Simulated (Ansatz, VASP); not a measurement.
**Two plane-wave programs on ZrSi7**

Contents of INCAR:

```
SYSTEM = ZrSi7
ALGO = Normal ; EDIFF = 1E-7
EDIFFG = -0.01 ; ENCUT = 600
GGA = PE ; IBRION = 2
ISIF = 3 ; ISMEAR = 0
LASPH = .True. ; LCHARG = .False.
LREAL = .False. ; LWAVE = .False.
NELM = 60 ; NSW = 100
PREC = Accurate ; SIGMA = 0.1
```

The input KPOINTS:

```
k-points
0
Gamma
  8 8 8
  0 0 0
```

POSCAR

```
ZrSi7
1.0
    0.0000000000      3.9478953068      3.9478953068
    3.9478953068      0.0000000000      3.9478953068
    3.9478953068      3.9478953068      0.0000000000
Zr Si
1 7
Direct
    0.0000000000      0.0000000000      0.0000000000
    0.0000000000      0.5000000000      0.5000000000
    0.5000000000      0.0000000000      0.5000000000
    0.5000000000      0.5000000000      0.5000000000
    0.0000000000      0.0000000000      0.5000000000
    0.5000000000      0.0000000000      0.0000000000
    0.0000000000      0.5000000000      0.0000000000
    0.5000000000      0.5000000000      0.0000000000
```

Input for Ansatz:

```yaml
crystal:
  lattice:
    - [0.0, 3.9478953068, 3.9478953068]
    - [3.9478953068, 0.0, 3.9478953068]
    - [3.9478953068, 3.9478953068, 0.0]
  atoms:
    - { symbol: Zr, position: [0.0, 0.0, 0.0] }
    - { symbol: Si, position: [0.0, 0.5, 0.5] }
    - { symbol: Si, position: [0.5, 0.0, 0.5] }
    - { symbol: Si, position: [0.5, 0.5, 0.5] }
    - { symbol: Si, position: [0.0, 0.0, 0.5] }
    - { symbol: Si, position: [0.5, 0.0, 0.0] }
    - { symbol: Si, position: [0.0, 0.5, 0.0] }
    - { symbol: Si, position: [0.5, 0.5, 0.0] }
basis:
  ecutwfc: 420
kpoints:
  mp_grid: { grid: [8, 8, 8] }
hamiltonian:
  xc: pbe
scf:
  occupations: { method: gaussian, width: 0.1 }
output:
  forces: true
  stress: true
  eigenvalues: true
relax:
  adjacent_minimum: "off"
  f_tol: 0.01
  max_steps: 80
  cell: { stress_tol: 0.05 }
```

Alike in both runs: task relaxation of cell and atoms; functional PBE; k mesh 8 × 8 × 8; occupations gaussian, width 0.1 eV; no spin polarisation.

|  | VASP | Ansatz |
| --- | --- | --- |
| version | VASP 6.6.1 | Ansatz 0.2.0 |
| potentials or method | VASP PAW PBE potentials, release 64 (Zr_sv, Si), cutoff 600 eV | scalar-relativistic, plane waves, PAW |
| valence electrons in the cell | 40 | 40 |

|  | VASP | Ansatz | Ansatz less VASP |
| --- | --- | --- | --- |
| gap on the k mesh at the Fermi level, each at its own relaxed structure (eV) | none | none | - |
| relaxed volume (Å³/atom) | 15.33 | 15.33 | 0.000 |
| relaxed cell length with the largest relative difference (Å) | 5.577 | 5.577 | -0.0001 |

A gap of «none» marks a metal or a gap that the smearing closes.
